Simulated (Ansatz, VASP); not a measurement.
# Two plane-wave programs on Co

The input INCAR:

```
SYSTEM = Co
PREC = Accurate
ENCUT = 520
EDIFF = 1E-6
ISMEAR = -1
SIGMA = 0.05
LREAL = .FALSE.
LASPH = .TRUE.
NELM = 150
ALGO = Normal
ISIF = 2
LWAVE = .FALSE.
LCHARG = .FALSE.
ISPIN = 2
MAGMOM = 1.826
LORBIT = 11
LMAXMIX = 4
GGA = PE
NBANDS = 14
```

The input KPOINTS:

```
regular mesh
0
G
  18 18 18
  0 0 0
```

Contents of POSCAR:

```
Co
1.0
   -1.4243358294      1.4243358294      1.4243358294
    1.4243358294     -1.4243358294      1.4243358294
    1.4243358294      1.4243358294     -1.4243358294
Co
1
Direct
    0.0000000000      0.0000000000      0.0000000000
```

Input for Ansatz:

```yaml
crystal:
  lattice:
    - [-1.4243358294, 1.4243358294, 1.4243358294]
    - [1.4243358294, -1.4243358294, 1.4243358294]
    - [1.4243358294, 1.4243358294, -1.4243358294]
  atoms:
    - { symbol: Co, position: [0.0, 0.0, 0.0], spin: 1.826 }
hamiltonian:
  xc: pbe
  pseudopotentials:
    kind: paw
    azcp:
      Co: "pseudopotentials/Co.paw.azcp"
basis:
  ecutwfc: 420
  fft_grid_basis: typed
kpoints:
  mp_grid: { grid: [18, 18, 18], shift: [0, 0, 0] }
magnetization:
  spin_polarized: true
scf:
  occupations: { method: fermi_dirac, width: 0.05 }
  lower_state_search: "off"
output:
  stress: true
  write_density: true
  write_potential: true
  elf: true
  volumetric_format: npy
```

Alike in both runs: task single point; functional PBE; k mesh 18 × 18 × 18; occupations fermi-dirac, width 0.05 eV; collinear spin.

```csv
,VASP,Ansatz
version,VASP 6.6.1,Ansatz 0.2.0
potentials or method,"VASP PAW PBE potentials, release 64 (Co), cutoff 520 eV","plane waves (420 eV) with PAW, scalar-relativistic"
valence electrons in the cell,9,17
```

```tsv
	VASP	Ansatz	Ansatz less VASP
pressure (GPa)	-7.9	-7.3	+0.67
net moment per atom (μB)	1.78	1.80	+0.022
size of the moment on the site where the two differ most (μB)	1.80	1.87	+0.064
```

Site moments also hang on the region over which each program counts them. VASP's potentials hold 9 valence electrons a cell and Ansatz's 17, so a difference there can come from the potentials and not from the codes.
